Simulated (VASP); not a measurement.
# Li3CaO4 (Pm-3m) in VASP: a series of runs

The runs below take Li3CaO4 through single point, with PBE.

Program: VASP 6.6.1. These are calculated values, not measurements. Logs are shortened: lines on timing, memory, paths and dates and some standing lists are left out, and cuts for length are marked.

## 1. The cell of the first run

It takes space group Pm-3m (No. 221, cubic). Conventional cell: a = 4.463 Å, b = 4.463 Å, c = 4.463 Å, α = 90.00°, β = 90.00°, γ = 90.00°. Within 3.0 Å of Li (site symmetry 4/mmm) lie 6 O at 2.23 Å. Within 3.0 Å of Ca (site symmetry m-3m) lie 6 O at 2.23 Å. O (site symmetry m-3m) has 6 Li at 2.23 Å within 3.0 Å. O (site symmetry 4/mmm) has 4 Li at 2.23 Å and 2 Ca at 2.23 Å within 3.0 Å.

## 2. Single point, PBE

Input file INCAR:

```
SYSTEM = Li3CaO4
  PREC = Accurate
  ENCUT = 520
  EDIFF = 1E-7
  ISMEAR = 0
  SIGMA = 0.1
  LREAL = .FALSE.
  LASPH = .TRUE.
  NELM = 100
  ALGO = Normal
  ISIF = 2
  LWAVE = .FALSE.
  LCHARG = .FALSE.
  GGA = PE
  NBANDS = 32
```

Input file KPOINTS:

```
regular mesh
0
G
  4 4 4
  0 0 0
```

Input file POSCAR:

```
Li3CaO4
1.0
    4.4625000000      0.0000000000      0.0000000000
    0.0000000000      4.4625000000      0.0000000000
    0.0000000000      0.0000000000      4.4625000000
Li Ca O
3 1 4
Direct
    0.5000000000      0.5000000000      0.0000000000
    0.5000000000      0.0000000000      0.5000000000
    0.0000000000      0.5000000000      0.5000000000
    0.0000000000      0.0000000000      0.0000000000
    0.5000000000      0.5000000000      0.5000000000
    0.0000000000      0.0000000000      0.5000000000
    0.0000000000      0.5000000000      0.0000000000
    0.5000000000      0.0000000000      0.0000000000
```

Potentials or basis: VASP PAW PBE potentials, release 64 (Li_sv, Ca_sv, O).

Launch:

```sh
$ cat potpaw_PBE.64/Li_sv/POTCAR potpaw_PBE.64/Ca_sv/POTCAR potpaw_PBE.64/O/POTCAR > POTCAR
$ mpirun -np 1 vasp_std > vasp.out
```

OUTCAR:

```text
SYSTEM = Li3CaO4
   PREC = Accurate
   ENCUT = 520
   EDIFF = 1E-7
   ISMEAR = 0
   LREAL = .FALSE.
   LASPH = .TRUE.
   NELM = 100
   ISIF = 2
   GGA = PE

 ion  position               nearest neighbor table
   1  0.500  0.500  0.000-   5 2.23   7 2.23   8 2.23   5 2.23   8 2.23   7 2.23
   2  0.500  0.000  0.500-   5 2.23   6 2.23   8 2.23   8 2.23   5 2.23   6 2.23
   3  0.000  0.500  0.500-   5 2.23   6 2.23   7 2.23   7 2.23   6 2.23   5 2.23
   4  0.000  0.000  0.000-   6 2.23   7 2.23   8 2.23   6 2.23   7 2.23   8 2.23
   5  0.500  0.500  0.500-   1 2.23   2 2.23   3 2.23   1 2.23   2 2.23   3 2.23
   6  0.000  0.000  0.500-   2 2.23   3 2.23   4 2.23   4 2.23   3 2.23   2 2.23
   7  0.000  0.500  0.000-   1 2.23   3 2.23   4 2.23   3 2.23   4 2.23   1 2.23
   8  0.500  0.000  0.000-   1 2.23   2 2.23   4 2.23   2 2.23   1 2.23   4 2.23

  LATTYP: Found a simple cubic cell.
 ALAT       =     4.4625000000

  Lattice vectors:

 A1 = (   4.4625000000,   0.0000000000,   0.0000000000)
 A2 = (   0.0000000000,   4.4625000000,   0.0000000000)
 A3 = (   0.0000000000,   0.0000000000,   4.4625000000)

Analysis of symmetry for initial positions (statically):
=====================================================================
 Subroutine PRICEL returns:
 Original cell was already a primitive cell.

 Routine SETGRP: Setting up the symmetry group for a
 simple cubic supercell.

 Subroutine GETGRP returns: Found 48 space group operations
 (whereof 48 operations were pure point group operations)
 out of a pool of 48 trial point group operations.

The static configuration has the point symmetry O_h .

Analysis of symmetry for dynamics (positions and initial velocities):
=====================================================================
 Subroutine PRICEL returns:
 Original cell was already a primitive cell.

 Routine SETGRP: Setting up the symmetry group for a
 simple cubic supercell.

 Subroutine GETGRP returns: Found 48 space group operations
 (whereof 48 operations were pure point group operations)
 out of a pool of 48 trial point group operations.

The dynamic configuration has the point symmetry O_h .

 Subroutine INISYM returns: Found 48 space group operations
 (whereof 48 operations are pure point group operations),
 and found     1 'primitive' translations

----------------------------------------------------------------------------------------

                                     Primitive cell

  volume of cell :      88.8658

  direct lattice vectors                    reciprocal lattice vectors
     4.462500000  0.000000000  0.000000000     0.224089636  0.000000000  0.000000000
     0.000000000  4.462500000  0.000000000     0.000000000  0.224089636  0.000000000
     0.000000000  0.000000000  4.462500000     0.000000000  0.000000000  0.224089636

  length of vectors
     4.462500000  4.462500000  4.462500000     0.224089636  0.224089636  0.224089636

  position of ions in fractional coordinates (direct lattice)
     0.500000000  0.500000000  0.000000000
     0.500000000  0.000000000  0.500000000
     0.000000000  0.500000000  0.500000000
     0.000000000  0.000000000  0.000000000
     0.500000000  0.500000000  0.500000000
     0.000000000  0.000000000  0.500000000
     0.000000000  0.500000000  0.000000000
     0.500000000  0.000000000  0.000000000

  ion indices of the primitive-cell ions
   primitive index   ion index
                 1           1
                 2           2
                 3           3
                 4           4
                 5           5
                 6           6
                 7           7
                 8           8

----------------------------------------------------------------------------------------

 KPOINTS: regular mesh

Automatic generation of k-mesh.
 Grid dimensions read from file:
 generate k-points for:    4    4    4

 Generating k-lattice:

  Cartesian coordinates                     Fractional coordinates (reciprocal lattice)
     0.056022409  0.000000000  0.000000000     0.250000000  0.000000000  0.000000000
     0.000000000  0.056022409  0.000000000     0.000000000  0.250000000  0.000000000
     0.000000000  0.000000000  0.056022409     0.000000000  0.000000000  0.250000000

  Length of vectors
     0.056022409  0.056022409  0.056022409

  Shift w.r.t. Gamma in fractional coordinates (k-lattice)
     0.000000000  0.000000000  0.000000000

 Subroutine IBZKPT returns following result:
 ===========================================

 Found     10 irreducible k-points:

 Following reciprocal coordinates:
            Coordinates               Weight
  0.000000  0.000000  0.000000      1.000000
  0.250000  0.000000  0.000000      6.000000
  0.500000  0.000000  0.000000      3.000000
  0.250000  0.250000  0.000000     12.000000
  0.500000  0.250000  0.000000     12.000000
  0.500000  0.500000  0.000000      3.000000
  0.250000  0.250000  0.250000      8.000000
  0.500000  0.250000  0.250000     12.000000
  0.500000  0.500000  0.250000      6.000000
  0.500000  0.500000  0.500000      1.000000
   k-points           NKPTS =     10   k-points in BZ     NKDIM =     10   number of bands    NBANDS=     32
   number of dos      NEDOS =    301   number of ions     NIONS =      8
   total plane-waves  NPLWV =  46656
   dimension x,y,z NGX =    36 NGY =   36 NGZ =   36
   dimension x,y,z NGXF=    72 NGYF=   72 NGZF=   72
   ions per type =               3   1   4
   NGX,Y,Z   is equivalent  to a cutoff of  13.41, 13.41, 13.41 a.u.
   NGXF,Y,Z  is equivalent  to a cutoff of  26.82, 26.82, 26.82 a.u.
 SYSTEM =  Li3CaO4
   PREC   = accura    normal or accurate (medium, high low for compatibility)
   ISTART =      0    job   : 0-new  1-cont  2-samecut
   ICHARG =      2    charge: 1-file 2-atom 10-const
   ISPIN  =      1    spin polarized calculation?
   LNONCOLLINEAR =      F non collinear calculations
   LSORBIT =      F    spin-orbit coupling
   LASPH  =      T    aspherical Exc in radial PAW
   ENCUT  =  520.0 eV  38.22 Ry    6.18 a.u.   8.30  8.30  8.30*2*pi/ulx,y,z
   NELM   =    100;   NELMIN=  2; NELMDL= -5     # of ELM steps
   EDIFF  = 0.1E-06   stopping-criterion for ELM
   LREAL  =      F    real-space projection
   EDIFFG = 0.1E-05   stopping-criterion for IOM
   NSW    =      0    number of steps for IOM
   IBRION =     -1    ionic relax: 0-MD 1-quasi-New 2-CG
   NFREE  =      0    steps in history (QN), initial steepest desc. (CG)
   ISIF   =      2    stress and relaxation
   ISYM   =      2    0-nonsym 1-usesym 2-fastsym
   POTIM  = 0.5000    time-step for ionic-motion
   TEBEG  =    0.0;   TEEND  =   0.0 temperature during run
   PSTRESS=    0.0 pullay stress
   NELECT =      43.0000    total number of electrons
   NUPDOWN=      -1.0000    fix difference up-down
   EMIN   =  10.00;   EMAX   =-10.00  energy-range for DOS
   EFERMI =   0.00;   METHOD = LEGACY
   ISMEAR =     0;   SIGMA  =   0.10  broadening in eV -4-tet -1-fermi 0-gaus
   EFERMI_NEDOS =   21; number of points for ismear=-14 and -15
   IALGO  =     38    algorithm
   IMIX   =      4    mixing-type and parameters
     AMIX     =   0.40;   BMIX     =  1.00
     AMIX_MAG =   1.60;   BMIX_MAG =  1.00
  volume/ion in A,a.u.               =      11.11        74.96
  Fermi-wavevector in a.u.,A,eV,Ry     =   1.285245  2.428762 22.474865  1.651856
  Thomas-Fermi vector in A             =   2.417391
   LORBIT       =      0    0 simple, 1 ext, 2 COOP (PROOUT), +10 PAW based schemes
   GGA     = PE    functional components
   LHFCALC =     F    Hartree Fock is set to
   AEXX    =    0.0000 exact exchange contribution
   IVDW    =     0    specifies the selected vdW correction
   LEPSILON=     F    determine dielectric tensor
   LRPA    =     F    only Hartree local field effects (RPA)
 non-spin polarized calculation
 Gauss-broadening in eV      SIGMA  =   0.10
  energy-cutoff  :      520.00
  volume of cell :       88.87
 maximum number of plane-waves:      2440
 NGX is ok and might be reduce to    36
   NGX = 17   NGY = 17   NGZ = 17

 number of electron      43.0000008 magnetization

 Free energy of the ion-electron system (eV)
  ---------------------------------------------------
  ext. energy  EPLUGINS =         0.00000000
  ---------------------------------------------------
  free energy    TOTEN  =       -38.57745706 eV

  energy without entropy =      -38.50842155  energy(sigma->0) =      -38.54293931

 E-fermi :   0.0812     XC(G=0):  -9.6501

 val. band max:        0.0164520208   @ k =   0.5000   0.2500   0.0000
 cond. band min:       0.1143551817   @ k =   0.5000   0.2500   0.0000
 fundamental gap:      0.0979031608
 Fermi energy:         0.0812107509

 k-point     1 :       0.0000    0.0000    0.0000
  band No.  band energies     occupation
      1     -42.6100      2.00000
      2     -42.5946      2.00000
      3     -42.5946      2.00000
      4     -35.9660      2.00000
      5     -17.2170      2.00000
      6     -17.2170      2.00000
[... 24 lines left out ...]
     31      12.4294      0.00000
     32      12.4294      0.00000

 k-point     2 :       0.2500    0.0000    0.0000
  band No.  band energies     occupation
      1     -42.6079      2.00000
      2     -42.5966      2.00000
      3     -42.5946      2.00000
      4     -35.9642      2.00000
      5     -17.6310      2.00000
      6     -17.2139      2.00000
[... 24 lines left out ...]
     31      12.5048      0.00000
     32      12.5048      0.00000
[... 243 lines left out ...]
     31      12.0855      0.00000
     32      12.7217      0.00000

 k-point    10 :       0.5000    0.5000    0.5000
  band No.  band energies     occupation
      1     -42.5993      2.00000
      2     -42.5993      2.00000
      3     -42.5993      2.00000
      4     -35.9546      2.00000
      5     -17.9126      2.00000
      6     -17.9126      2.00000
[... 24 lines left out ...]
     31      12.7972      0.00000
     32      12.7972      0.00000

------------------------ aborting loop because EDIFF is reached ----------------------------------------

  FORCE on cell =-STRESS in cart. coord.  units (eV):
  Direction    XX          YY          ZZ          XY          YZ          ZX
  --------------------------------------------------------------------------------------
  -------------------------------------------------------------------------------------
  Total       -0.6259205     -0.6259205     -0.6259205      0.0000000     -0.0000000      0.0000000
  in kB      -11.2848315    -11.2848315    -11.2848315      0.0000000     -0.0000000      0.0000000
  external PRESSURE =     -11.2848315 kB  Pullay stress =       0.0000000 kB

 VOLUME and BASIS-vectors are now :
 -----------------------------------------------------------------------------
  energy-cutoff  :      520.00
  volume of cell :       88.87
      direct lattice vectors                 reciprocal lattice vectors
     4.462500000  0.000000000  0.000000000     0.224089636  0.000000000  0.000000000
     0.000000000  4.462500000  0.000000000     0.000000000  0.224089636  0.000000000
     0.000000000  0.000000000  4.462500000     0.000000000  0.000000000  0.224089636

 POSITION                                       TOTAL-FORCE (eV/Angst)
 -----------------------------------------------------------------------------------
      2.23125      2.23125      0.00000         0.000000      0.000000      0.000000
      2.23125      0.00000      2.23125         0.000000      0.000000      0.000000
      0.00000      2.23125      2.23125         0.000000      0.000000      0.000000
      0.00000      0.00000      0.00000         0.000000      0.000000      0.000000
      2.23125      2.23125      2.23125         0.000000      0.000000      0.000000
      0.00000      0.00000      2.23125         0.000000      0.000000      0.000000
      0.00000      2.23125      0.00000         0.000000      0.000000      0.000000
      2.23125      0.00000      0.00000         0.000000      0.000000      0.000000
 -----------------------------------------------------------------------------------
    total drift:                                0.000000      0.000000     -0.000000

  FREE ENERGIE OF THE ION-ELECTRON SYSTEM (eV)
  ---------------------------------------------------
  free  energy   TOTEN  =       -38.5774570605 eV

  energy  without entropy=      -38.5084215521  energy(sigma->0) =      -38.54293931
```

Run time: 35 s. Hardware: 1 thread of AMD EPYC 7R13 (Zen 3), shared host; peak memory 0.18 GiB.

What came out:

* Free energy: -38.5775 eV

Caveat: the cutoff is under 1.25 times the usual one of these potentials, so pressure, stress and relaxed cells hold a basis-set (Pulay) error; an odd number of electrons without spin polarisation forces a metal; a magnetic or distorted state may lie lower.

## 3. Single point, PBE, collinear spin, ferromagnetic start

Input file INCAR:

```
PREC = Accurate ; ENCUT = 520
EDIFF = 1E-7 ; ISMEAR = 0
SIGMA = 0.1 ; LREAL = F
LASPH = T ; NELM = 150
ALGO = Normal ; ISIF = 2
LWAVE = F ; LCHARG = F
ISPIN = 2 ; MAGMOM = 0 0 0 0 1 1 1 1
LORBIT = 11 ; GGA = PE
NBANDS = 36
```

Input file KPOINTS:

```
regular mesh
0
Gamma
  4 4 4
```

POSCAR is that of step 2.

Potentials or basis: VASP PAW PBE potentials, release 64 (Li_sv, Ca_sv, O).

Launch:

```sh
$ cat potpaw_PBE.64/Li_sv/POTCAR potpaw_PBE.64/Ca_sv/POTCAR potpaw_PBE.64/O/POTCAR > POTCAR
$ mpirun -np 1 vasp_std > vasp.out
```

Run time: 76 s. Hardware: 1 thread of AMD EPYC 7R13 (Zen 3), shared host; peak memory 0.23 GiB.

It converged, with:

| Quantity | Value |
| --- | --- |
| Free energy | -39.0869 eV |
| Band gap on the k mesh | zero (filled and empty bands overlap) |
| Net moment | 3.00 μB per cell |
| Site moments | Li -0.01; Ca -0.00; O +0.81, +0.56 μB |
| Valence electrons inside the program's atomic spheres | Li 2.05; Ca 8.34; O 4.79, 4.90 |

Levels at points of the mesh, in eV from the Fermi level:
Spin up:
```tsv
k point	band 19	band 20	band 21	band 22	band 23	band 24	band 25	band 26	band 27	band 28
(0.00, 0.00, 0.00)	-1.16	-1.16	-0.48	-0.48	-0.48	6.38	7.47	7.47	7.47	9.92
(0.50, 0.00, 0.00)	-1.33	-1.23	-1.23	-0.63	-0.63	7.67	8.39	8.41	8.41	8.61
(0.50, 0.50, 0.00)	-1.90	-0.89	-0.89	-0.83	-0.72	8.41	8.47	8.47	8.82	9.70
(0.50, 0.50, 0.50)	-1.06	-1.06	-0.71	-0.71	-0.71	7.78	8.58	8.58	8.58	9.39
```
Spin down:
```csv
k point,band 16,band 17,band 18,band 19,band 20,band 21,band 22,band 23
"(0.00, 0.00, 0.00)",-0.50,-0.50,0.02,0.02,0.02,0.58,0.58,0.58
"(0.50, 0.00, 0.00)",-1.02,-0.91,-0.48,-0.36,0.00,0.00,0.31,0.31
"(0.50, 0.50, 0.00)",-1.09,-1.04,-1.04,-0.75,0.05,0.33,0.37,0.37
"(0.50, 0.50, 0.50)",-1.07,-1.07,0.30,0.30,0.30,0.35,0.35,0.35
```

Caveat: the cutoff is under 1.25 times the usual one of these potentials, so pressure, stress and relaxed cells hold a basis-set (Pulay) error.

[end of part 1 of 2]
